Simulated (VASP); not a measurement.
A run of VASP 6.6.1:

File INCAR:

```
  ALGO = Normal
  EDIFF = 1E-6
  ENCUT = 520
  GGA = PE
  ISIF = 2
  ISMEAR = 0
  LASPH = True
  LCHARG = True
  LELF = True
  LREAL = False
  LVHAR = True
  LWAVE = False
  NBANDS = 35
  NELM = 60
  PREC = Accurate
  SIGMA = 0.1
```

The input KPOINTS:

```
k-points
0
Gamma
  8 8 10
```

POSCAR

```
PbO2
1.0
    5.0820153149      0.0000000000      0.0000000000
    0.0000000000      5.0820153149      0.0000000000
    0.0000000000      0.0000000000      3.4428066694
Pb O
2 4
Direct
    0.0000000000      0.0000000000      0.0000000000
    0.5000000000      0.5000000000      0.5000000000
    0.3079753846      0.3079753846      0.0000000000
    0.1920246154      0.8079753846      0.5000000000
    0.6920246154      0.6920246154      0.0000000000
    0.8079753846      0.1920246154      0.5000000000
```

Potentials or basis: VASP PAW PBE potentials, release 64 (Pb_d, O).

Command:

```console
$ cat potpaw_PBE.64/Pb_d/POTCAR potpaw_PBE.64/O/POTCAR > POTCAR
$ mpirun -np 1 vasp_std > vasp.out
```

Hardware: 1 thread of AMD EPYC 9R45 96-Core Processor (Zen 5) (shared host).

**Question.** How long does it take, and how much memory?

**Answer.** Wall time 2.5 min on 1 thread of AMD EPYC 9R45 96-Core Processor (Zen 5) (shared host), peak memory 0.32 GiB. Counts: scf iterations 15, k points 90.
